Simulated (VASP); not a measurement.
# BN (P3m1) in VASP: a series of runs

The runs below take BN through single point, with PBE.

Everything below comes from runs of VASP 6.6.1. Logs are shortened: lines on timing, memory, paths and dates and some standing lists are left out, and cuts for length are marked.

### Step 1. The cell of the first run

It takes space group P3m1 (No. 156, trigonal). The conventional cell has a = 2.555 Å, b = 2.555 Å, c = 12.374 Å, α = 90.00°, β = 90.00°, γ = 120.00°. B (site symmetry 3m) has 4 N at 1.57 to 1.58 Å within 2.1 Å. B (site symmetry 3m) has 4 N at 1.57 to 1.58 Å within 2.1 Å. Within 2.1 Å of B (site symmetry 3m) lie 4 N at 1.57 to 1.58 Å. B (site symmetry 3m) has 4 N at 1.28 to 1.57 Å within 1.7 Å. Within 2.1 Å of B (site symmetry 3m) lie 4 N at 1.57 to 1.58 Å. B (site symmetry 3m) has 4 N at 1.57 to 1.58 Å within 2.1 Å. Within 2.1 Å of N (site symmetry 3m) lie 4 B at 1.57 to 1.58 Å. Within 2.1 Å of N (site symmetry 3m) lie 4 B at 1.57 to 1.58 Å.

### Step 2. Single point, PBE

File INCAR:

```
SYSTEM = BN
PREC     = Accurate       ! precision mode
ENCUT    = 520            ! plane-wave cutoff, eV
EDIFF    = 1E-6           ! SCF threshold, eV
ISMEAR   = 0              ! smearing method
SIGMA    = 0.05           ! smearing width, eV
LREAL    = .FALSE.        ! projectors in reciprocal space
LASPH    = .TRUE.         ! aspherical terms in the spheres
NELM     = 60             ! most SCF steps
ALGO     = Normal         ! electronic algorithm
ISIF     = 2              ! what is computed and relaxed
LWAVE    = .FALSE.        ! write WAVECAR
LCHARG   = .FALSE.        ! write CHGCAR
GGA      = PE             ! functional
NBANDS   = 36             ! bands
```

File KPOINTS:

```
regular mesh
0
G
  10 10 2
  0 0 0
```

File POSCAR:

```
BN
1.0
   -2.5545800960      0.0000000000      0.0000000000
   -1.2772900480     -2.2123312592      0.0000000000
    0.0000000000      0.0000000000     12.3735436055
B N
6 6
Direct
    0.6666666667      0.6666666667      0.2346736627
    0.6666666667      0.6666666667      0.5760887553
    0.6666666667      0.6666666667      0.9175038478
    0.3333333333      0.3333333333      0.0639661165
    0.3333333333      0.3333333333      0.4053812090
    0.3333333333      0.3333333333      0.7467963016
    0.6666666667      0.6666666667      0.1067755713
    0.6666666667      0.6666666667      0.4481906639
    0.6666666667      0.6666666667      0.7896057564
    0.3333333333      0.3333333333      0.9603133027
    0.3333333333      0.3333333333      0.2774831176
    0.3333333333      0.3333333333      0.6188982101
```

Potentials or basis: VASP PAW PBE potentials, release 64 (B, N).

The run is started by

```console
> cat potpaw_PBE.64/B/POTCAR potpaw_PBE.64/N/POTCAR > POTCAR
> mpirun -np 1 vasp_std > vasp.out
```

OUTCAR:

```text
SYSTEM = BN
   PREC = Accurate
   ENCUT = 520
   EDIFF = 1E-6
   ISMEAR = 0
   LREAL = .FALSE.
   LASPH = .TRUE.
   NELM = 60
   ISIF = 2
   GGA = PE

 ion  position               nearest neighbor table
   1  0.667  0.667  0.235-  11 1.57  11 1.57  11 1.57   7 1.58
   2  0.667  0.667  0.576-  12 1.57  12 1.57  12 1.57   8 1.58
   3  0.667  0.667  0.918-  10 1.57  10 1.57  10 1.57   9 1.58
   4  0.333  0.333  0.064-  10 1.28   7 1.57   7 1.57   7 1.57
   5  0.333  0.333  0.405-   8 1.57   8 1.57   8 1.57  11 1.58
   6  0.333  0.333  0.747-   9 1.57   9 1.57   9 1.57  12 1.58
   7  0.667  0.667  0.107-   4 1.57   4 1.57   4 1.57   1 1.58
   8  0.667  0.667  0.448-   5 1.57   5 1.57   5 1.57   2 1.58
   9  0.667  0.667  0.790-   6 1.57   6 1.57   6 1.57   3 1.58
  10  0.333  0.333  0.960-   4 1.28   3 1.57   3 1.57   3 1.57
  11  0.333  0.333  0.277-   1 1.57   1 1.57   1 1.57   5 1.58
  12  0.333  0.333  0.619-   2 1.57   2 1.57   2 1.57   6 1.58

  LATTYP: Found a hexagonal cell.
 ALAT       =     2.5545800961
 C/A-ratio  =     4.8436702473

  Lattice vectors:

 A1 = (   1.2772900480,   2.2123312592,   0.0000000000)
 A2 = (  -2.5545800960,   0.0000000000,   0.0000000000)
 A3 = (   0.0000000000,   0.0000000000,  12.3735436055)

Analysis of symmetry for initial positions (statically):
=====================================================================
 Subroutine PRICEL returns:
 Original cell was already a primitive cell.

 Routine SETGRP: Setting up the symmetry group for a
 hexagonal supercell.

 Subroutine GETGRP returns: Found  6 space group operations
 (whereof  6 operations were pure point group operations)
 out of a pool of 24 trial point group operations.

The static configuration has the point symmetry C_3v.

Analysis of symmetry for dynamics (positions and initial velocities):
=====================================================================
 Subroutine PRICEL returns:
 Original cell was already a primitive cell.

 Routine SETGRP: Setting up the symmetry group for a
 hexagonal supercell.

 Subroutine GETGRP returns: Found  6 space group operations
 (whereof  6 operations were pure point group operations)
 out of a pool of 24 trial point group operations.

The dynamic configuration has the point symmetry C_3v.

 Subroutine INISYM returns: Found  6 space group operations
 (whereof  6 operations are pure point group operations),
[... 119 lines left out ...]
   NSW    =      0    number of steps for IOM
   IBRION =     -1    ionic relax: 0-MD 1-quasi-New 2-CG
   NFREE  =      0    steps in history (QN), initial steepest desc. (CG)
   ISIF   =      2    stress and relaxation
   ISYM   =      2    0-nonsym 1-usesym 2-fastsym
   POTIM  = 0.5000    time-step for ionic-motion
   TEBEG  =    0.0;   TEEND  =   0.0 temperature during run
   PSTRESS=    0.0 pullay stress
   NELECT =      48.0000    total number of electrons
   NUPDOWN=      -1.0000    fix difference up-down
   EMIN   =  10.00;   EMAX   =-10.00  energy-range for DOS
   EFERMI =   0.00;   METHOD = LEGACY
   ISMEAR =     0;   SIGMA  =   0.05  broadening in eV -4-tet -1-fermi 0-gaus
   EFERMI_NEDOS =   21; number of points for ismear=-14 and -15
   IALGO  =     38    algorithm
   IMIX   =      4    mixing-type and parameters
     AMIX     =   0.40;   BMIX     =  1.00
     AMIX_MAG =   1.60;   BMIX_MAG =  1.00
  volume/ion in A,a.u.               =       5.83        39.33
  Fermi-wavevector in a.u.,A,eV,Ry     =   1.444111  2.728975 28.374369  2.085457
  Thomas-Fermi vector in A             =   2.562443
   LORBIT       =      0    0 simple, 1 ext, 2 COOP (PROOUT), +10 PAW based schemes
   GGA     = PE    functional components
   LHFCALC =     F    Hartree Fock is set to
   AEXX    =    0.0000 exact exchange contribution
   IVDW    =     0    specifies the selected vdW correction
   LEPSILON=     F    determine dielectric tensor
   LRPA    =     F    only Hartree local field effects (RPA)
 non-spin polarized calculation
 Gauss-broadening in eV      SIGMA  =   0.05
  energy-cutoff  :      520.00
  volume of cell :       69.93
 maximum number of plane-waves:      1907
   NGX =  9   NGY =  9   NGZ = 47

 number of electron      48.0000005 magnetization

 Free energy of the ion-electron system (eV)
  ---------------------------------------------------
  ext. energy  EPLUGINS =         0.00000000
  ---------------------------------------------------
  free energy    TOTEN  =      -102.88993521 eV

  energy without entropy =     -102.88993521  energy(sigma->0) =     -102.88993521

 E-fermi :   8.2558     XC(G=0): -12.8673

 val. band max:        8.0413916516   @ k =   0.0000   0.0000   0.0000
 cond. band min:      12.9360245763   @ k =  -0.4000   0.3000   0.0000
 fundamental gap:      4.8946329248
 Fermi energy:         8.2558013337

 k-point     1 :       0.0000    0.0000    0.0000
  band No.  band energies     occupation
      1     -13.6223      2.00000
      2     -12.2997      2.00000
      3     -11.7846      2.00000
      4     -10.3895      2.00000
      5      -9.9004      2.00000
      6      -8.2536      2.00000
[... 925 lines left out ...]
     35      19.8678      0.00000
     36      19.9854      0.00000

 [... further k-points ...]
[... 5 lines left out ...]
  --------------------------------------------------------------------------------------
  -------------------------------------------------------------------------------------
  Total        0.8851158      0.8851158     19.6252934      0.0000000      0.0000000     -0.0000000
  in kB       20.2790173     20.2790173    449.6379592      0.0000000      0.0000000     -0.0000000
  external PRESSURE =     163.3986646 kB  Pullay stress =       0.0000000 kB

 VOLUME and BASIS-vectors are now :
 -----------------------------------------------------------------------------
  energy-cutoff  :      520.00
  volume of cell :       69.93
      direct lattice vectors                 reciprocal lattice vectors
    -2.554580096  0.000000000  0.000000000    -0.391453766  0.226005937  0.000000000
    -1.277290048 -2.212331259  0.000000000     0.000000000 -0.452011875  0.000000000
     0.000000000  0.000000000 12.373543606     0.000000000  0.000000000  0.080817592

 POSITION                                       TOTAL-FORCE (eV/Angst)
 -----------------------------------------------------------------------------------
     -2.55458     -1.47489      2.90374         0.000000     -0.000000     -0.252618
     -2.55458     -1.47489      7.12826         0.000000     -0.000000     -0.257679
     -2.55458     -1.47489     11.35277         0.000000      0.000000     -1.838572
     -1.27729     -0.73744      0.79149         0.000000     -0.000000     11.440580
     -1.27729     -0.73744      5.01600         0.000000     -0.000000     -0.255426
     -1.27729     -0.73744      9.24052         0.000000     -0.000000     -0.288783
     -2.55458     -1.47489      1.32119         0.000000     -0.000000      2.587659
     -2.55458     -1.47489      5.54571        -0.000000     -0.000000      0.256218
     -2.55458     -1.47489      9.77022        -0.000000      0.000000      0.288888
     -1.27729     -0.73744     11.88248        -0.000000     -0.000000    -12.203497
     -1.27729     -0.73744      3.43345         0.000000      0.000000      0.265430
     -1.27729     -0.73744      7.65796         0.000000      0.000000      0.257801
 -----------------------------------------------------------------------------------
    total drift:                                0.000000      0.000000     -0.000174

  FREE ENERGIE OF THE ION-ELECTRON SYSTEM (eV)
  ---------------------------------------------------
  free  energy   TOTEN  =      -102.8899352120 eV

  energy  without entropy=     -102.8899352120  energy(sigma->0) =     -102.88993521
```

Wall time 94 s (1 thread of Intel Xeon 6975P-C, shared host); peak memory 0.21 GiB.

What came out:

| Quantity | Value |
| --- | --- |
| Free energy | -102.8899 eV |
| Pressure | 16.3 GPa |
| Largest force | 12.203 eV/Å |
| Band gap on the k mesh | 4.89 eV, indirect (least direct gap 7.33 eV) |

Forces on the atoms (eV/Å):
```
B     0.000   0.000  -0.253
B     0.000   0.000  -0.258
B     0.000   0.000  -1.839
B     0.000   0.000  11.441
B     0.000   0.000  -0.255
B     0.000   0.000  -0.289
N     0.000   0.000   2.588
N     0.000   0.000   0.256
N     0.000   0.000   0.289
N     0.000   0.000 -12.203
N     0.000   0.000   0.265
N     0.000   0.000   0.258
```

Levels at points of the mesh, in eV from the valence-band top:
| k point | band 22 | band 23 | band 24 | band 25 | band 26 | band 27 |
| --- | --- | --- | --- | --- | --- | --- |
| (0.00, 0.00, 0.00) | -0.69 | 0.00 | 0.00 | 7.39 | 7.39 | 7.79 |
| (0.50, 0.00, 0.00) | -3.13 | -3.06 | -2.06 | 5.65 | 6.14 | 6.30 |
| (0.00, 0.00, 0.50) | -0.58 | -0.04 | -0.04 | 7.41 | 7.41 | 7.70 |
| (0.50, 0.00, 0.50) | -3.33 | -2.76 | -2.15 | 5.63 | 6.20 | 6.37 |

Caveat: forces of over 1 eV/Å act on the atoms, so gaps and moduli don't describe the material at rest. Expect the measured gap to be larger: semilocal functionals such as PBE lack the derivative discontinuity.

### Step 3. Single point, PBE

This run uses another cell than the first one, of 6.20 Å³/atom, 1.065 times its volume.

File INCAR:

```
PREC = Accurate
ENCUT = 520
EDIFF = 1E-6
ISMEAR = 0
SIGMA = 0.05
LREAL = False
LASPH = True
NELM = 60
ALGO = Normal
ISIF = 2
LWAVE = False
LCHARG = True
GGA = PE
LELF = True
LVHAR = True
NBANDS = 36
```

File KPOINTS:

```
regular mesh
0
Gamma
  10 10 2
```

File POSCAR:

```
BN
1.0
   -2.5545800960      0.0000000000      0.0000000000
   -1.2772900480     -2.2123312592      0.0000000000
    0.0000000000      0.0000000000     13.1735436055
B N
6 6
Direct
    0.6666666667      0.6666666667      0.2204224532
    0.6666666667      0.6666666667      0.5411041666
    0.6666666667      0.6666666667      0.8617858800
    0.3333333333      0.3333333333      0.0600815965
    0.3333333333      0.3333333333      0.3807633099
    0.3333333333      0.3333333333      0.7014450233
    0.6666666667      0.6666666667      0.1002913284
    0.6666666667      0.6666666667      0.4209730418
    0.6666666667      0.6666666667      0.7416547552
    0.3333333333      0.3333333333      0.9019956119
    0.3333333333      0.3333333333      0.2606321851
    0.3333333333      0.3333333333      0.5813138985
```

Potentials or basis: VASP PAW PBE potentials, release 64 (B, N).

The run is started by

```console
> cat potpaw_PBE.64/B/POTCAR potpaw_PBE.64/N/POTCAR > POTCAR
> mpirun -np 1 vasp_std > vasp.out
```

Run time: 1.7 min. Hardware: 1 thread of Intel Xeon 6975P-C, shared host; peak memory 0.21 GiB.

The run converged. Its results:

| Quantity | Value |
| --- | --- |
| Free energy | -103.2845 eV |
| Pressure | -6.0 GPa |
| Largest force | 1.982 eV/Å |
| Band gap on the k mesh | 3.83 eV, indirect (least direct gap 4.56 eV) |

Forces on the atoms (eV/Å):
```
B    0.000  0.000  0.481
B    0.000  0.000  0.398
B    0.000  0.000  1.958
B    0.000  0.000 -1.574
B    0.000  0.000  0.399
B    0.000  0.000  0.446
N    0.000  0.000 -1.982
N    0.000  0.000 -0.396
N    0.000  0.000 -0.500
N    0.000  0.000  1.580
N    0.000  0.000 -0.410
N    0.000  0.000 -0.399
```

Stress tensor (GPa, compression positive):
```
 -0.94   0.00   0.00
  0.00  -0.94   0.00
  0.00   0.00 -16.18
```

Levels at points of the mesh, in eV from the valence-band top:
| k point | band 21 | band 22 | band 23 | band 24 | band 25 | band 26 | band 27 | band 28 |
| --- | --- | --- | --- | --- | --- | --- | --- | --- |
| (0.00, 0.00, 0.00) | -1.00 | -0.83 | 0.00 | 0.00 | 4.56 | 7.26 | 7.26 | 7.82 |
| (0.50, 0.00, 0.00) | -3.92 | -3.38 | -2.56 | -2.34 | 3.83 | 5.24 | 5.58 | 6.06 |
| (0.00, 0.00, 0.50) | -0.98 | -0.98 | 0.00 | 0.00 | 4.65 | 7.27 | 7.27 | 7.82 |
| (0.50, 0.00, 0.50) | -3.99 | -3.32 | -2.63 | -2.35 | 3.89 | 5.23 | 5.68 | 6.17 |

Caveat: forces of over 1 eV/Å act on the atoms, so gaps and moduli don't describe the material at rest.
